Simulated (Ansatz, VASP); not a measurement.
**Two plane-wave programs on PbSe**

INCAR

```
SYSTEM = PbSe
PREC = Accurate ; ENCUT = 520
EDIFF = 1E-8 ; ISMEAR = -1
SIGMA = 0.01 ; LREAL = .False.
LASPH = .True. ; NELM = 80
ALGO = Normal ; ISIF = 2
LWAVE = .False. ; LCHARG = .False.
GGA = PE ; LEFG = .True.
NBANDS = 17
```

The input KPOINTS:

```
Automatic mesh
0
Gamma
  9 9 9
  0 0 0
```

POSCAR

```
PbSe
1.0
    0.0000000000      3.0723233306      3.0723233306
    3.0723233306      0.0000000000      3.0723233306
    3.0723233306      3.0723233306      0.0000000000
Pb Se
1 1
Direct
    0.0000000000      0.0000000000      0.0000000000
    0.5000000000      0.5000000000      0.5000000000
```

Input for Ansatz:

```yaml
crystal:
  lattice:
    - [0.0, 3.0723233306, 3.0723233306]
    - [3.0723233306, 0.0, 3.0723233306]
    - [3.0723233306, 3.0723233306, 0.0]
  atoms:
    - { symbol: Pb, position: [0.0, 0.0, 0.0] }
    - { symbol: Se, position: [0.5, 0.5, 0.5] }
kpoints:
  mp_grid: { grid: [9, 9, 9] }
scf:
  occupations: { method: fermi_dirac, width: 0.01 }
hamiltonian:
  xc: pbe
  pseudopotentials: { kind: paw }
output:
  forces: true
  stress: true
  eigenvalues: true
  efg: { contact_densities: true }
```

Change from the starting cell: volume scaled by 1.01, PAW files.

Alike in both runs: task electric field gradients; functional PBE; k mesh 9 × 9 × 9; occupations fermi-dirac, width 0.01 eV; no spin polarisation.

|  | VASP | Ansatz |
| --- | --- | --- |
| version | VASP 6.6.1 | Ansatz 0.2.0 |
| potentials or method | VASP PAW PBE potentials, release 64 (Pb_d, Se) | PAW with Ansatz's default frozen-core files, scalar-relativistic |
| plane-wave cutoff (eV) | 520 | 420 |
| valence electrons in the cell | 20 | 30 |

|  | VASP | Ansatz | Ansatz less VASP |
| --- | --- | --- | --- |
| pressure (GPa) | 1.8 | 1.8 | +0.01 |

VASP's potentials hold 20 valence electrons a cell and Ansatz's 30, so a difference there can come from the potentials and not from the codes.

Neither program's run includes spin-orbit coupling.
